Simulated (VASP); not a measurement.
A run of VASP 6.6.1:

Contents of INCAR:

```
  PREC = Accurate
  ENCUT = 600
  EDIFF = 1E-6
  ISMEAR = -1
  SIGMA = 0.15
  LREAL = False
  LASPH = True
  NELM = 120
  ALGO = Normal
  ISIF = 2
  LWAVE = False
  LCHARG = False
  GGA = PE
  NBANDS = 7
  GGA_COMPAT = False
```

File KPOINTS:

```
regular mesh
0
Gamma
  6 6 6
```

Contents of POSCAR:

```
Be
1.0
    4.0117060000      0.0000000000      0.0000000000
    0.0000000000      4.0117060000      0.0000000000
    0.0000000000      0.0000000000      4.0117060000
Be
1
Direct
    0.0000000000      0.0000000000      0.0000000000
```

Potentials or basis: VASP PAW PBE potentials, release 64 (Be).

Command:

```bash
$ cat potpaw_PBE.64/Be/POTCAR > POTCAR
$ mpirun -np 1 vasp_std > vasp.out
```

Hardware: 1 thread of Intel Xeon 8259CL, on a shared host.

Estimate the wall time of this run.

Run time: 11 s on 1 thread of Intel Xeon 8259CL, on a shared host, peak memory 0.17 GiB. Counts: scf iterations 10, k points 20.
